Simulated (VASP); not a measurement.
# SnPb2Se3 (P-3m1) in VASP: further runs

SnPb2Se3 is run at these levels: PBE; tasks: single point.

All numbers are computed with VASP 6.6.1; they aren't measurements. Logs are shortened: lines on timing, memory, paths and dates and some standing lists are left out, and cuts for length are marked.

### 1 The cell of the first run

It takes space group P-3m1 (No. 164, trigonal). Conventional cell: a = 4.361 Å, b = 4.361 Å, c = 10.688 Å, α = 90.00°, β = 90.00°, γ = 120.00°. Within 4.0 Å of Sn (site symmetry -3m) lie 6 Se at 3.04 Å. Pb (site symmetry 3m) has 6 Se at 3.10 to 3.11 Å within 4.1 Å. Se (site symmetry 3m) has 3 Sn at 3.04 Å and 3 Pb at 3.11 Å within 4.0 Å. Within 4.1 Å of Se (site symmetry -3m) lie 6 Pb at 3.10 Å.

### 2 Single point, PBE

Input file INCAR:

```
PREC = Accurate
ENCUT = 520
EDIFF = 1E-7
ISMEAR = 0
SIGMA = 0.1
LREAL = False
LASPH = True
NELM = 60
ALGO = Normal
ISIF = 2
LWAVE = False
LCHARG = False
GGA = PE
NBANDS = 39
```

Input file KPOINTS:

```
regular mesh
0
Gamma
  6 6 2
```

Input file POSCAR:

```
SnPb2Se3
1.0
    4.3608073000      0.0000000000      0.0000000000
   -2.1804037000      3.7765699000      0.0000000000
    0.0000000000      0.0000000000     10.6883621000
Sn Pb Se
1 2 3
Direct
    0.0000000000      0.0000000000      0.0000000000
    0.3333333000      0.6666667000      0.6694280000
    0.6666667000      0.3333333000      0.3305720000
    0.6666667000      0.3333333000      0.8399360000
    0.0000000000      0.0000000000      0.5000000000
    0.3333333000      0.6666667000      0.1600640000
```

Potentials or basis: VASP PAW PBE potentials, release 64 (Sn_d, Pb_d, Se).

Started as:

```
$ cat potpaw_PBE.64/Sn_d/POTCAR potpaw_PBE.64/Pb_d/POTCAR potpaw_PBE.64/Se/POTCAR > POTCAR
$ mpirun -np 1 vasp_std > vasp.out
```

OUTCAR:

```text
PREC = Accurate
   ENCUT = 520
   EDIFF = 1E-7
   ISMEAR = 0
   LREAL = False
   LASPH = True
   NELM = 60
   ISIF = 2
   GGA = PE

 ion  position               nearest neighbor table
   1  0.000  0.000  0.000-   4 3.04   6 3.04   4 3.04   6 3.04   4 3.04   6 3.04
   2  0.333  0.667  0.669-   5 3.10   5 3.10   5 3.10   4 3.11   4 3.11   4 3.11
   3  0.667  0.333  0.331-   5 3.10   5 3.10   5 3.10   6 3.11   6 3.11   6 3.11
   4  0.667  0.333  0.840-   1 3.04   1 3.04   1 3.04   2 3.11   2 3.11   2 3.11
   5  0.000  0.000  0.500-   2 3.10   3 3.10   3 3.10   2 3.10   3 3.10   2 3.10
   6  0.333  0.667  0.160-   1 3.04   1 3.04   1 3.04   3 3.11   3 3.11   3 3.11

  LATTYP: Found a hexagonal cell.
 ALAT       =     4.3608073000
 C/A-ratio  =     2.4510053677

  Lattice vectors:

 A1 = (   4.3608073000,   0.0000000000,   0.0000000000)
 A2 = (  -2.1804037000,   3.7765699000,   0.0000000000)
 A3 = (   0.0000000000,   0.0000000000,  10.6883621000)

Analysis of symmetry for initial positions (statically):
=====================================================================
 Subroutine PRICEL returns:
 Original cell was already a primitive cell.

 Routine SETGRP: Setting up the symmetry group for a
 hexagonal supercell.

 Subroutine GETGRP returns: Found 12 space group operations
 (whereof 12 operations were pure point group operations)
 out of a pool of 24 trial point group operations.

The static configuration has the point symmetry D_3d.

Analysis of symmetry for dynamics (positions and initial velocities):
=====================================================================
 Subroutine PRICEL returns:
 Original cell was already a primitive cell.

 Routine SETGRP: Setting up the symmetry group for a
 hexagonal supercell.

 Subroutine GETGRP returns: Found 12 space group operations
 (whereof 12 operations were pure point group operations)
 out of a pool of 24 trial point group operations.

The dynamic configuration has the point symmetry D_3d.

 Subroutine INISYM returns: Found 12 space group operations
 (whereof 12 operations are pure point group operations),
 and found     1 'primitive' translations

----------------------------------------------------------------------------------------

                                     Primitive cell

  volume of cell :     176.0255

  direct lattice vectors                    reciprocal lattice vectors
     4.360807300  0.000000000  0.000000000     0.229315338  0.132395275  0.000000000
    -2.180403700  3.776569900  0.000000000     0.000000000  0.264790544  0.000000000
     0.000000000  0.000000000 10.688362100     0.000000000  0.000000000  0.093559705

  length of vectors
     4.360807300  4.360807323 10.688362100     0.264790546  0.264790544  0.093559705

  position of ions in fractional coordinates (direct lattice)
     0.000000000  0.000000000  0.000000000
     0.333333300  0.666666700  0.669428000
     0.666666700  0.333333300  0.330572000
     0.666666700  0.333333300  0.839936000
     0.000000000  0.000000000  0.500000000
     0.333333300  0.666666700  0.160064000

  ion indices of the primitive-cell ions
   primitive index   ion index
                 1           1
                 2           2
                 3           3
                 4           4
                 5           5
                 6           6

----------------------------------------------------------------------------------------

 KPOINTS: regular mesh

Automatic generation of k-mesh.
 Grid dimensions read from file:
 generate k-points for:    6    6    2

 Generating k-lattice:

  Cartesian coordinates                     Fractional coordinates (reciprocal lattice)
     0.038219223  0.022065879  0.000000000     0.166666667  0.000000000  0.000000000
     0.000000000  0.044131757  0.000000000     0.000000000  0.166666667  0.000000000
     0.000000000  0.000000000  0.046779852     0.000000000  0.000000000  0.500000000

  Length of vectors
     0.044131758  0.044131757  0.046779852

  Shift w.r.t. Gamma in fractional coordinates (k-lattice)
     0.000000000  0.000000000  0.000000000

 Subroutine IBZKPT returns following result:
 ===========================================

 Found     14 irreducible k-points:

 Following reciprocal coordinates:
            Coordinates               Weight
  0.000000  0.000000  0.000000      1.000000
  0.166667  0.000000  0.000000      6.000000
  0.333333  0.000000  0.000000      6.000000
  0.500000 -0.000000  0.000000      3.000000
  0.166667  0.166667  0.000000      6.000000
  0.333333  0.166667  0.000000     12.000000
  0.333333  0.333333  0.000000      2.000000
  0.000000  0.000000  0.500000      1.000000
  0.166667  0.000000  0.500000      6.000000
  0.333333  0.000000  0.500000      6.000000
  0.500000 -0.000000  0.500000      3.000000
  0.166667  0.166667  0.500000      6.000000
  0.333333  0.166667  0.500000     12.000000
  0.333333  0.333333  0.500000      2.000000
   k-points           NKPTS =     14   k-points in BZ     NKDIM =     14   number of bands    NBANDS=     39
   number of dos      NEDOS =    301   number of ions     NIONS =      6
   total plane-waves  NPLWV =  81920
   dimension x,y,z NGX =    32 NGY =   32 NGZ =   80
   dimension x,y,z NGXF=    64 NGYF=   64 NGZF=  160
   ions per type =               1   2   3
   NGX,Y,Z   is equivalent  to a cutoff of  12.20, 12.20, 12.44 a.u.
   NGXF,Y,Z  is equivalent  to a cutoff of  24.40, 24.40, 24.89 a.u.
 SYSTEM =  unknown system
   PREC   = accura    normal or accurate (medium, high low for compatibility)
   ISTART =      0    job   : 0-new  1-cont  2-samecut
   ICHARG =      2    charge: 1-file 2-atom 10-const
   ISPIN  =      1    spin polarized calculation?
   LNONCOLLINEAR =      F non collinear calculations
   LSORBIT =      F    spin-orbit coupling
   LASPH  =      T    aspherical Exc in radial PAW
   ENCUT  =  520.0 eV  38.22 Ry    6.18 a.u.   8.11  8.11 19.87*2*pi/ulx,y,z
   NELM   =     60;   NELMIN=  2; NELMDL= -5     # of ELM steps
   EDIFF  = 0.1E-06   stopping-criterion for ELM
   LREAL  =      F    real-space projection
   EDIFFG = 0.1E-05   stopping-criterion for IOM
   NSW    =      0    number of steps for IOM
   IBRION =     -1    ionic relax: 0-MD 1-quasi-New 2-CG
   NFREE  =      0    steps in history (QN), initial steepest desc. (CG)
   ISIF   =      2    stress and relaxation
   ISYM   =      2    0-nonsym 1-usesym 2-fastsym
   POTIM  = 0.5000    time-step for ionic-motion
   TEBEG  =    0.0;   TEEND  =   0.0 temperature during run
   PSTRESS=    0.0 pullay stress
   NELECT =      60.0000    total number of electrons
   NUPDOWN=      -1.0000    fix difference up-down
   EMIN   =  10.00;   EMAX   =-10.00  energy-range for DOS
   EFERMI =   0.00;   METHOD = LEGACY
   ISMEAR =     0;   SIGMA  =   0.10  broadening in eV -4-tet -1-fermi 0-gaus
   EFERMI_NEDOS =   21; number of points for ismear=-14 and -15
   IALGO  =     38    algorithm
   IMIX   =      4    mixing-type and parameters
     AMIX     =   0.40;   BMIX     =  1.00
     AMIX_MAG =   1.60;   BMIX_MAG =  1.00
  volume/ion in A,a.u.               =      29.34       197.98
  Fermi-wavevector in a.u.,A,eV,Ry     =   1.143580  2.161054 17.793376  1.307776
  Thomas-Fermi vector in A             =   2.280275
   LORBIT       =      0    0 simple, 1 ext, 2 COOP (PROOUT), +10 PAW based schemes
   GGA     = PE    functional components
   LHFCALC =     F    Hartree Fock is set to
   AEXX    =    0.0000 exact exchange contribution
   IVDW    =     0    specifies the selected vdW correction
   LEPSILON=     F    determine dielectric tensor
   LRPA    =     F    only Hartree local field effects (RPA)
 non-spin polarized calculation
 Gauss-broadening in eV      SIGMA  =   0.10
  energy-cutoff  :      520.00
  volume of cell :      176.03
 maximum number of plane-waves:      4773
   NGX = 17   NGY = 17   NGZ = 39

 number of electron      60.0000009 magnetization

 Free energy of the ion-electron system (eV)
  ---------------------------------------------------
  ext. energy  EPLUGINS =         0.00000000
  ---------------------------------------------------
  free energy    TOTEN  =       -24.59009146 eV

  energy without entropy =      -24.58582911  energy(sigma->0) =      -24.58796028

 E-fermi :   4.9764     XC(G=0):  -9.3729

 val. band max:        4.9195505086   @ k =   0.5000  -0.0000   0.5000
 cond. band min:       5.0381516309   @ k =   0.0000   0.0000   0.5000
 fundamental gap:      0.1186011224
 Fermi energy:         4.9764070704

 k-point     1 :       0.0000    0.0000    0.0000
  band No.  band energies     occupation
      1     -16.6478      2.00000
      2     -16.6447      2.00000
      3     -16.6447      2.00000
      4     -16.6409      2.00000
      5     -16.6409      2.00000
      6     -12.1132      2.00000
[... 31 lines left out ...]
     38       9.2561      0.00000
     39       9.2561      0.00000

 k-point     2 :       0.1667    0.0000    0.0000
  band No.  band energies     occupation
      1     -16.6476      2.00000
      2     -16.6458      2.00000
      3     -16.6435      2.00000
      4     -16.6414      2.00000
      5     -16.6396      2.00000
      6     -12.1267      2.00000
[... 31 lines left out ...]
     38       8.6945      0.00000
     39       8.7481      0.00000

 k-point     3 :       0.3333    0.0000    0.0000
  band No.  band energies     occupation
      1     -16.6528      2.00000
      2     -16.6453      2.00000
      3     -16.6436      2.00000
      4     -16.6400      2.00000
      5     -16.6348      2.00000
      6     -12.1594      2.00000
[... 31 lines left out ...]
     38       9.2790      0.00000
     39       9.4790      0.00000

 k-point     4 :       0.5000   -0.0000    0.0000
  band No.  band energies     occupation
      1     -16.6556      2.00000
      2     -16.6457      2.00000
      3     -16.6440      2.00000
      4     -16.6384      2.00000
      5     -16.6321      2.00000
      6     -12.1763      2.00000
[... 31 lines left out ...]
     38      10.1222      0.00000
     39      10.1249      0.00000
[... 334 lines left out ...]
     38       8.9163      0.00000
     39       9.3148      0.00000

 k-point    13 :       0.3333    0.1667    0.5000
  band No.  band energies     occupation
      1     -16.6530      2.00000
      2     -16.6456      2.00000
      3     -16.6438      2.00000
      4     -16.6394      2.00000
      5     -16.6340      2.00000
      6     -12.1638      2.00000
[... 31 lines left out ...]
     38       9.2571      0.00000
     39       9.8927      0.00000

 k-point    14 :       0.3333    0.3333    0.5000
  band No.  band energies     occupation
      1     -16.6496      2.00000
      2     -16.6496      2.00000
      3     -16.6413      2.00000
      4     -16.6375      2.00000
      5     -16.6375      2.00000
      6     -12.1541      2.00000
[... 31 lines left out ...]
     38       9.3740      0.00000
     39       9.3740      0.00000

------------------------ aborting loop because EDIFF is reached ----------------------------------------

  FORCE on cell =-STRESS in cart. coord.  units (eV):
  Direction    XX          YY          ZZ          XY          YZ          ZX
  --------------------------------------------------------------------------------------
  -------------------------------------------------------------------------------------
  Total       -0.0744682     -0.0744682     -0.0414126      0.0000000      0.0000000      0.0000000
  in kB       -0.6778065     -0.6778065     -0.3769356      0.0000000      0.0000000      0.0000000
  external PRESSURE =      -0.5775162 kB  Pullay stress =       0.0000000 kB

 VOLUME and BASIS-vectors are now :
 -----------------------------------------------------------------------------
  energy-cutoff  :      520.00
  volume of cell :      176.03
      direct lattice vectors                 reciprocal lattice vectors
     4.360807300  0.000000000  0.000000000     0.229315338  0.132395275  0.000000000
    -2.180403700  3.776569900  0.000000000     0.000000000  0.264790544  0.000000000
     0.000000000  0.000000000 10.688362100     0.000000000  0.000000000  0.093559705

 POSITION                                       TOTAL-FORCE (eV/Angst)
 -----------------------------------------------------------------------------------
      0.00000      0.00000      0.00000         0.000000      0.000000     -0.000000
     -0.00000      2.51771      7.15509        -0.000000      0.000000      0.004862
      2.18040      1.25886      3.53327         0.000000      0.000000     -0.004862
      2.18040      1.25886      8.97754        -0.000000      0.000000     -0.001152
      0.00000      0.00000      5.34418         0.000000      0.000000     -0.000000
     -0.00000      2.51771      1.71082        -0.000000      0.000000      0.001152
 -----------------------------------------------------------------------------------
    total drift:                                0.000000      0.000000     -0.000000

  FREE ENERGIE OF THE ION-ELECTRON SYSTEM (eV)
  ---------------------------------------------------
  free  energy   TOTEN  =       -24.5900914586 eV

  energy  without entropy=      -24.5858291057  energy(sigma->0) =      -24.58796028
```

Run time: 86 s. Hardware: 1 thread of Intel Xeon Platinum 8259CL at 2.50GHz (Skylake/Cascade Lake), shared host; peak memory 0.32 GiB.

What came out:

```
Free energy            : -24.5901 eV
Pressure               : -0.1 GPa
Largest force          : 0.005 eV/Å
Band gap on the k mesh : 0.12 eV
```

Forces on the atoms (eV/Å):
```
Sn   0.000  0.000  0.000
Pb   0.000  0.000  0.005
Pb   0.000  0.000 -0.005
Se   0.000  0.000 -0.001
Se   0.000  0.000  0.000
Se   0.000  0.000  0.001
```

Levels at points of the mesh, in eV from the valence-band top:
```csv
k point,band 28,band 29,band 30,band 31,band 32,band 33
"(0.00, 0.00, 0.00)",-1.69,-0.82,-0.69,1.03,1.39,1.92
"(0.50, 0.00, 0.00)",-2.23,-1.61,-1.27,1.60,1.62,2.47
"(0.00, 0.00, 0.50)",-1.53,-1.50,-0.02,0.12,1.46,1.46
"(0.50, 0.00, 0.50)",-1.63,-1.63,0.00,0.12,1.46,1.47
```

Caveat: spin-orbit coupling is left out, which moves the levels of the heavy elements.

### 3 Single point, PBE

Input file INCAR:

```
  PREC = Accurate
  ENCUT = 520
  EDIFF = 1E-6
  ISMEAR = 0
  SIGMA = 0.01
  LREAL = False
  LASPH = True
  NELM = 100
  ALGO = Normal
  ISIF = 2
  LWAVE = False
  LCHARG = False
  GGA = PE
  NBANDS = 39
```

Input file KPOINTS:

```
regular mesh
0
Gamma
  12 12 4
```

Input file POSCAR:

```
SnPb2Se3
1.0
    4.3608072984      0.0000000289      0.0000000000
   -2.1804036742      3.7765698870      0.0000000000
    0.0000000000      0.0000000000     10.6883621000
Sn Pb Se
1 2 3
Direct
    0.0000000000      0.0000000000      0.0000000000
    0.3333333333      0.6666666667      0.6694280000
    0.6666666667      0.3333333333      0.3305720000
    0.6666666667      0.3333333333      0.8399360000
    0.0000000000      0.0000000000      0.5000000000
    0.3333333333      0.6666666667      0.1600640000
```

Potentials or basis: VASP PAW PBE potentials, release 64 (Sn_d, Pb_d, Se).

Started as:

```
$ cat potpaw_PBE.64/Sn_d/POTCAR potpaw_PBE.64/Pb_d/POTCAR potpaw_PBE.64/Se/POTCAR > POTCAR
$ mpirun -np 1 vasp_std > vasp.out
```

Run time: 7.4 min. Hardware: 1 thread of Intel Xeon Platinum 8259CL at 2.50GHz (Skylake/Cascade Lake), shared host; peak memory 0.56 GiB.

The run converged. Its results:

* Free energy: -24.5918 eV
* Pressure: 0.0 GPa
* Band gap on the k mesh: 0.12 eV

Levels at points of the mesh, in eV from the valence-band top:
| k point | band 28 | band 29 | band 30 | band 31 | band 32 | band 33 |
| --- | --- | --- | --- | --- | --- | --- |
| (0.00, 0.00, 0.00) | -1.69 | -0.82 | -0.69 | 1.02 | 1.39 | 1.92 |
| (0.50, 0.00, 0.00) | -2.23 | -1.61 | -1.27 | 1.60 | 1.62 | 2.47 |
| (0.00, 0.00, 0.50) | -1.53 | -1.50 | -0.02 | 0.12 | 1.46 | 1.46 |
| (0.50, 0.00, 0.50) | -1.63 | -1.63 | 0.00 | 0.12 | 1.46 | 1.47 |

Caveat: spin-orbit coupling is left out, which moves the levels of the heavy elements.

### 4 Single point, PBE

Input file INCAR:

```
SYSTEM = SnPb2Se3
PREC = Accurate
ENCUT = 520
EDIFF = 1E-7
ISMEAR = 0
SIGMA = 0.01
LREAL = .False.
LASPH = .True.
NELM = 60
ALGO = Normal
ISIF = 2
LWAVE = .False.
LCHARG = .False.
GGA = PE
NBANDS = 39
```

Input file KPOINTS:

```
Automatic mesh
0
Gamma
  12 12 4
  0 0 0
```

POSCAR is that of step 3.

Started as:

```
$ cat potpaw_PBE.64/Sn_d/POTCAR potpaw_PBE.64/Pb_d/POTCAR potpaw_PBE.64/Se/POTCAR > POTCAR
$ mpirun -np 1 vasp_std > vasp.out
```

It took 15 min on 1 thread of Intel Xeon 8259CL, shared host; peak memory 0.57 GiB.

It converged, with:

```yaml
Free_energy: -24.5918 eV
Pressure: 0.0 GPa
Band_gap_on_the_k_mesh: 0.12 eV
```

Levels at points of the mesh, in eV from the valence-band top:
| k point | band 26 | band 27 | band 28 | band 29 | band 30 | band 31 | band 32 | band 33 | band 34 | band 35 |
| --- | --- | --- | --- | --- | --- | --- | --- | --- | --- | --- |
| (0.00, 0.00, 0.00) | -1.81 | -1.69 | -1.69 | -0.82 | -0.69 | 1.02 | 1.39 | 1.92 | 1.92 | 2.12 |
| (0.50, 0.00, 0.00) | -2.84 | -2.23 | -2.23 | -1.61 | -1.27 | 1.60 | 1.62 | 2.47 | 2.47 | 3.16 |
| (0.00, 0.00, 0.50) | -1.62 | -1.62 | -1.53 | -1.50 | -0.02 | 0.12 | 1.46 | 1.46 | 2.76 | 3.07 |
| (0.50, 0.00, 0.50) | -2.82 | -2.72 | -1.63 | -1.63 | 0.00 | 0.12 | 1.46 | 1.47 | 3.53 | 3.54 |

Caveat: spin-orbit coupling is left out, which moves the levels of the heavy elements. A k mesh can miss the band edges.
